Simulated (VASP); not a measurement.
# FeRu (P-6m2) in VASP: single point with LDA

Aim: the single point of FeRu with LDA.

Everything below comes from runs of VASP 6.6.1. Logs are shortened: lines on timing, memory, paths and dates and some standing lists are left out, and cuts for length are marked.

### Step 1. The cell of the first run

Symmetry: P-6m2, No. 187, hexagonal system. Conventional cell: a = 2.643 Å, b = 2.643 Å, c = 4.070 Å, α = 90.00°, β = 90.00°, γ = 120.00°. Within 3.4 Å of Fe (site symmetry -6m2) lie 6 Ru at 2.54 Å and 6 Fe at 2.64 Å. Ru (site symmetry -6m2) has 6 Fe at 2.54 Å and 6 Ru at 2.64 Å within 3.4 Å.

### Step 2. Single point, LDA, collinear spin, ferromagnetic start

Input file POSCAR:

```
FeRu
1.0
    2.6428014205      0.0000000000      0.0000000000
   -1.3214007102      2.2887331673      0.0000000000
    0.0000000000      0.0000000000      4.0702270000
Fe Ru
1 1
Direct
    0.0000000000      0.0000000000      0.5000000000
    0.6666666667      0.3333333333      0.0000000000
```

Input file INCAR.step1:

```
SYSTEM = FeRu
PREC = Accurate
ENCUT = 520
EDIFF = 1E-6
ISMEAR = -1
SIGMA = 0.05
LREAL = .False.
LASPH = .True.
NELM = 200
ALGO = Normal
ISIF = 2
LWAVE = .False.
LCHARG = .True.
ISPIN = 2
MAGMOM = 3 1.5
LMAXMIX = 4
NBANDS = 27
GGA_COMPAT = .False.
NEDOS = 2001
LORBIT = 11
```

Input file KPOINTS.step1:

```
Automatic mesh
0
Gamma
  12 12 7
  0 0 0
```

Input file INCAR.step2:

```
SYSTEM = FeRu
PREC = Accurate
ENCUT = 520
EDIFF = 1E-6
ISMEAR = -5
SIGMA = 0.05
LREAL = .False.
LASPH = .True.
NELM = 200
ALGO = Normal
ISIF = 2
LWAVE = .False.
LCHARG = .False.
ISPIN = 2
MAGMOM = 3 1.5
LORBIT = 10
LMAXMIX = 4
NBANDS = 27
NEDOS = 1001
ICHARG = 11
GGA_COMPAT = .False.
```

Input file KPOINTS.step2:

```
Automatic mesh
0
Gamma
  18 18 11
  0 0 0
```

Potentials or basis: VASP PAW LDA potentials, release 64 (Fe_sv, Ru_sv).

The run is started by

```bash
$ cat potpaw_LDA.64/Fe_sv/POTCAR potpaw_LDA.64/Ru_sv/POTCAR > POTCAR
$ cp INCAR.step1 INCAR
$ cp KPOINTS.step1 KPOINTS
$ mpirun -np 1 vasp_std > vasp.out
$ cp INCAR.step2 INCAR
$ cp KPOINTS.step2 KPOINTS
$ mpirun -np 1 vasp_std > vasp.out
```

OUTCAR:

```text
SYSTEM = FeRu
   PREC = Accurate
   ENCUT = 520
   EDIFF = 1E-6
   ISMEAR = -5
   LREAL = .False.
   LASPH = .True.
   NELM = 200
   ISIF = 2
   ISPIN = 2
   LORBIT = 10
   ICHARG = 11

 ion  position               nearest neighbor table
   1  0.000  0.000  0.500-   2 2.54   2 2.54   2 2.54   2 2.54   2 2.54   2 2.54
   2  0.667  0.333  0.000-   1 2.54   1 2.54   1 2.54   1 2.54   1 2.54   1 2.54

  LATTYP: Found a hexagonal cell.
 ALAT       =     2.6428014205
 C/A-ratio  =     1.5401183640

  Lattice vectors:

 A1 = (   2.6428014205,   0.0000000000,   0.0000000000)
 A2 = (  -1.3214007102,   2.2887331673,   0.0000000000)
 A3 = (   0.0000000000,   0.0000000000,   4.0702270000)

Analysis of symmetry for initial positions (statically):
=====================================================================
 Subroutine PRICEL returns:
 Original cell was already a primitive cell.

 Routine SETGRP: Setting up the symmetry group for a
 hexagonal supercell.

 Subroutine GETGRP returns: Found 12 space group operations
 (whereof 12 operations were pure point group operations)
 out of a pool of 24 trial point group operations.

The static configuration has the point symmetry D_3h.

Analysis of symmetry for dynamics (positions and initial velocities):
=====================================================================
 Subroutine PRICEL returns:
 Original cell was already a primitive cell.

 Routine SETGRP: Setting up the symmetry group for a
 hexagonal supercell.

 Subroutine GETGRP returns: Found 12 space group operations
 (whereof 12 operations were pure point group operations)
 out of a pool of 24 trial point group operations.

The dynamic configuration has the point symmetry D_3h.

Analysis of structural, dynamic, and magnetic symmetry:
=====================================================================
 Subroutine PRICEL returns:
 Original cell was already a primitive cell.

 Routine SETGRP: Setting up the symmetry group for a
 hexagonal supercell.

 Subroutine GETGRP returns: Found 12 space group operations
 (whereof 12 operations were pure point group operations)
 out of a pool of 24 trial point group operations.

The overall configuration has the point symmetry D_3h.

 Subroutine INISYM returns: Found 12 space group operations
 (whereof 12 operations are pure point group operations),
 and found     1 'primitive' translations

----------------------------------------------------------------------------------------

                                     Primitive cell

  volume of cell :      24.6194

  direct lattice vectors                    reciprocal lattice vectors
     2.642801421  0.000000000  0.000000000     0.378386356  0.218461465  0.000000000
    -1.321400710  2.288733167  0.000000000     0.000000000  0.436922929  0.000000000
     0.000000000  0.000000000  4.070227000     0.000000000  0.000000000  0.245686543

  length of vectors
     2.642801421  2.642801420  4.070227000     0.436922929  0.436922929  0.245686543

  position of ions in fractional coordinates (direct lattice)
     0.000000000  0.000000000  0.500000000
     0.666666667  0.333333333  0.000000000

  ion indices of the primitive-cell ions
   primitive index   ion index
                 1           1
                 2           2

----------------------------------------------------------------------------------------

 KPOINTS: Automatic mesh

Automatic generation of k-mesh.
 Grid dimensions read from file:
 generate k-points for:   18   18   11

 Generating k-lattice:

  Cartesian coordinates                     Fractional coordinates (reciprocal lattice)
     0.021021464  0.012136748  0.000000000     0.055555556  0.000000000  0.000000000
     0.000000000  0.024273496  0.000000000     0.000000000  0.055555556  0.000000000
     0.000000000  0.000000000  0.022335140     0.000000000  0.000000000  0.090909091

  Length of vectors
     0.024273496  0.024273496  0.022335140

  Shift w.r.t. Gamma in fractional coordinates (k-lattice)
     0.000000000  0.000000000  0.000000000

 TETIRR: Found   3464 inequivalent tetrahedra from    21384

 Subroutine IBZKPT returns following result:
 ===========================================

 Found    222 irreducible k-points:

 Following reciprocal coordinates:
            Coordinates               Weight
  0.000000  0.000000  0.000000      1.000000
  0.055556  0.000000  0.000000      6.000000
  0.111111  0.000000  0.000000      6.000000
  0.166667 -0.000000  0.000000      6.000000
  0.222222  0.000000  0.000000      6.000000
  0.277778 -0.000000  0.000000      6.000000
[... 16 lines left out ...]
  0.333333  0.111111  0.000000     12.000000
  0.388889  0.111111  0.000000     12.000000
 [... further k-points ...]
   k-points           NKPTS =    222   k-points in BZ     NKDIM =    222   number of bands    NBANDS=     27
   number of dos      NEDOS =   1001   number of ions     NIONS =      2
   total plane-waves  NPLWV =  12000
   dimension x,y,z NGX =    20 NGY =   20 NGZ =   30
   dimension x,y,z NGXF=    40 NGYF=   40 NGZF=   60
   ions per type =               1   1
   NGX,Y,Z   is equivalent  to a cutoff of  12.58, 12.58, 12.25 a.u.
   NGXF,Y,Z  is equivalent  to a cutoff of  25.16, 25.16, 24.51 a.u.
 SYSTEM =  FeRu
   PREC   = accura    normal or accurate (medium, high low for compatibility)
   ISTART =      0    job   : 0-new  1-cont  2-samecut
   ICHARG =     11    charge: 1-file 2-atom 10-const
   ISPIN  =      2    spin polarized calculation?
   LNONCOLLINEAR =      F non collinear calculations
   LSORBIT =      F    spin-orbit coupling
   LASPH  =      T    aspherical Exc in radial PAW
   ENCUT  =  520.0 eV  38.22 Ry    6.18 a.u.   4.91  4.91  7.57*2*pi/ulx,y,z
   NELM   =    200;   NELMIN=  2; NELMDL=  0     # of ELM steps
   EDIFF  = 0.1E-05   stopping-criterion for ELM
   LREAL  =      F    real-space projection
   EDIFFG = 0.1E-04   stopping-criterion for IOM
   NSW    =      0    number of steps for IOM
   IBRION =     -1    ionic relax: 0-MD 1-quasi-New 2-CG
   NFREE  =      0    steps in history (QN), initial steepest desc. (CG)
   ISIF   =      2    stress and relaxation
   ISYM   =      2    0-nonsym 1-usesym 2-fastsym
   POTIM  = 0.5000    time-step for ionic-motion
   TEBEG  =    0.0;   TEEND  =   0.0 temperature during run
   PSTRESS=    0.0 pullay stress
   NELECT =      32.0000    total number of electrons
   NUPDOWN=      -1.0000    fix difference up-down
   EMIN   =  10.00;   EMAX   =-10.00  energy-range for DOS
   EFERMI =   0.00;   METHOD = LEGACY
   ISMEAR =    -5;   SIGMA  =   0.05  broadening in eV -4-tet -1-fermi 0-gaus
   EFERMI_NEDOS =   21; number of points for ismear=-14 and -15
   IALGO  =     38    algorithm
   IMIX   =      4    mixing-type and parameters
     AMIX     =   0.40;   BMIX     =  1.00
     AMIX_MAG =   1.60;   BMIX_MAG =  1.00
  volume/ion in A,a.u.               =      12.31        83.07
  Fermi-wavevector in a.u.,A,eV,Ry     =   1.786619  3.376221 43.429918  3.192009
  Thomas-Fermi vector in A             =   2.850164
   LORBIT       =     10    0 simple, 1 ext, 2 COOP (PROOUT), +10 PAW based schemes
   GGA     = CA    functional components
   LHFCALC =     F    Hartree Fock is set to
   AEXX    =    0.0000 exact exchange contribution
   IVDW    =     0    specifies the selected vdW correction
   LEPSILON=     F    determine dielectric tensor
   LRPA    =     F    only Hartree local field effects (RPA)
 spin polarized calculation
 Fermi weights with tetrahedron method with Bloechl corrections
  energy-cutoff  :      520.00
  volume of cell :       24.62
 maximum number of plane-waves:       691
 NGX is ok and might be reduce to    20

 number of electron      32.0000007 magnetization       0.0000126

 Free energy of the ion-electron system (eV)
  ---------------------------------------------------
  ext. energy  EPLUGINS =         0.00000000
  ---------------------------------------------------
  free energy    TOTEN  =       -19.89817604 eV

  energy without entropy =      -19.89817604  energy(sigma->0) =      -19.89817604

 E-fermi :  13.6909     XC(G=0): -14.4158

 val. band max:       13.7920417800   @ k =   0.0000   0.0000   0.1818
 cond. band min:      13.6483458435   @ k =   0.2778  -0.0000   0.0909
 fundamental gap:     -0.1436959365
 Fermi energy:        13.6909409867

 spin component 1

 k-point     1 :       0.0000    0.0000    0.0000
  band No.  band energies     occupation
      1     -72.3648      1.00000
      2     -58.9637      1.00000
      3     -39.0349      1.00000
      4     -38.7993      1.00000
      5     -38.7993      1.00000
      6     -29.1471      1.00000
[... 19 lines left out ...]
     26      36.0625      0.00000
     27      38.0995      0.00000

 k-point     2 :       0.0556    0.0000    0.0000
  band No.  band energies     occupation
      1     -72.3639      1.00000
      2     -58.9594      1.00000
      3     -39.0337      1.00000
      4     -38.8054      1.00000
      5     -38.8005      1.00000
      6     -29.1435      1.00000
[... 19 lines left out ...]
     26      36.3579      0.00000
     27      37.0512      0.00000

 k-point     3 :       0.1111    0.0000    0.0000
  band No.  band energies     occupation
      1     -72.3614      1.00000
      2     -58.9470      1.00000
      3     -39.0306      1.00000
      4     -38.8237      1.00000
      5     -38.8050      1.00000
      6     -29.1332      1.00000
[... 594 lines left out ...]
      1     -72.3378      1.00000
      2     -58.8315      1.00000
      3     -39.0007      1.00000
      4     -38.9795      1.00000
      5     -38.8584      1.00000
      6     -29.4706      1.00000
[... 19 lines left out ...]
     26      33.1075      0.00000
     27      35.4488      0.00000

 k-point    24 :       0.3889    0.1111    0.0000
  band No.  band energies     occupation
      1     -72.3354      1.00000
      2     -58.8196      1.00000
      3     -38.9979      1.00000
      4     -38.9955      1.00000
      5     -38.8643      1.00000
      6     -29.5386      1.00000
[... 19 lines left out ...]
     26      32.4154      0.00000
     27      34.7802      0.00000

 [... further k-points ...]

 spin component 2

 k-point     1 :       0.0000    0.0000    0.0000
  band No.  band energies     occupation
      1     -72.3648      1.00000
      2     -58.9637      1.00000
      3     -39.0349      1.00000
      4     -38.7993      1.00000
      5     -38.7993      1.00000
      6     -29.1471      1.00000
[... 19 lines left out ...]
     26      36.0625      0.00000
     27      38.0906      0.00000

 k-point     2 :       0.0556    0.0000    0.0000
  band No.  band energies     occupation
      1     -72.3639      1.00000
      2     -58.9594      1.00000
      3     -39.0336      1.00000
      4     -38.8053      1.00000
      5     -38.8004      1.00000
      6     -29.1435      1.00000
[... 19 lines left out ...]
     26      36.3579      0.00000
     27      37.0513      0.00000

 k-point     3 :       0.1111    0.0000    0.0000
  band No.  band energies     occupation
      1     -72.3614      1.00000
      2     -58.9470      1.00000
      3     -39.0306      1.00000
      4     -38.8236      1.00000
      5     -38.8050      1.00000
      6     -29.1332      1.00000
[... 594 lines left out ...]
      1     -72.3377      1.00000
      2     -58.8315      1.00000
      3     -39.0007      1.00000
      4     -38.9795      1.00000
      5     -38.8584      1.00000
      6     -29.4706      1.00000
[... 19 lines left out ...]
     26      33.1074      0.00000
     27      35.4488      0.00000

 k-point    24 :       0.3889    0.1111    0.0000
  band No.  band energies     occupation
      1     -72.3353      1.00000
      2     -58.8196      1.00000
      3     -38.9978      1.00000
      4     -38.9955      1.00000
      5     -38.8642      1.00000
      6     -29.5386      1.00000
[... 19 lines left out ...]
     26      32.4154      0.00000
     27      34.7802      0.00000

 [... further k-points ...]

------------------------ aborting loop because EDIFF is reached ----------------------------------------

  FORCE on cell =-STRESS in cart. coord.  units (eV):
  Direction    XX          YY          ZZ          XY          YZ          ZX
  --------------------------------------------------------------------------------------
  -------------------------------------------------------------------------------------
  Total       -3.6551360     -3.6551360     -3.8594597     -0.0000000      0.0000000      0.0000000
  in kB     -237.8678772   -237.8678772   -251.1647930     -0.0000000      0.0000000      0.0000000
  external PRESSURE =    -242.3001825 kB  Pullay stress =       0.0000000 kB

 VOLUME and BASIS-vectors are now :
 -----------------------------------------------------------------------------
  energy-cutoff  :      520.00
  volume of cell :       24.62
      direct lattice vectors                 reciprocal lattice vectors
     2.642801421  0.000000000  0.000000000     0.378386356  0.218461465  0.000000000
    -1.321400710  2.288733167  0.000000000     0.000000000  0.436922929  0.000000000
     0.000000000  0.000000000  4.070227000     0.000000000  0.000000000  0.245686543

 POSITION                                       TOTAL-FORCE (eV/Angst)
 -----------------------------------------------------------------------------------
      0.00000      0.00000      2.03511        -0.000000      0.000000      0.000000
      1.32140      0.76291      0.00000         0.000000     -0.000000      0.000000
 -----------------------------------------------------------------------------------
    total drift:                               -0.003524      0.002034     -0.000000

  FREE ENERGIE OF THE ION-ELECTRON SYSTEM (eV)
  ---------------------------------------------------
  free  energy   TOTEN  =       -19.8981760386 eV

  energy  without entropy=      -19.8981760386  energy(sigma->0) =      -19.89817604

 total charge

# of ion       s       p       d       tot
------------------------------------------
    1        2.183   6.029   5.526  13.738
    2        2.239   6.116   5.301  13.656
--------------------------------------------------
tot          4.423  12.145  10.827  27.394

 magnetization (x)

# of ion       s       p       d       tot
------------------------------------------
    1       -0.000   0.000   0.000   0.000
    2       -0.000  -0.000  -0.000  -0.000
--------------------------------------------------
tot         -0.000  -0.000   0.000   0.000
```

Wall time 2.6 min (1 thread of Intel Xeon 6975P-C (Granite Rapids), shared host); peak memory 0.33 GiB.

What came out:

```yaml
Net_moment: 0.00 μB per cell
Valence_electrons_inside_the_program's_atomic_spheres: Fe 13.74; Ru 13.66
```

Caveat: tetrahedron occupations give inexact forces and stress in metals.
